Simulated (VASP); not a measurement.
Ta:

```
Ta
1.0
     2.56473    0.00000    0.00000
    -1.28237    2.22112    0.00000
     0.00000    0.00000    2.42988
Ta
1
Direct
  0.00000 0.00000 0.00000
```

Base run:

```yaml
Program: VASP 6.6.1
Functional: PBE
Potentials_or_basis: VASP PAW PBE potentials, release 64 (Ta_pv)
Cutoff: 520 eV
k_mesh: 17 × 17 × 16
Occupations: fermi-dirac, width 0.05 eV
Spin: no spin polarisation
```

Its results: pressure 114.8 GPa.

Q: The run is repeated on the same cell with these changes: potentials or basis from VASP PAW PBE potentials, release 64 (Ta_pv) to VASP PAW PBE potentials, release 64 (Ta_sv_GW); cutoff from 520 eV to 500 eV; valence electrons from 11 to 13. What comes out?

A: Pressure 112.0 GPa.
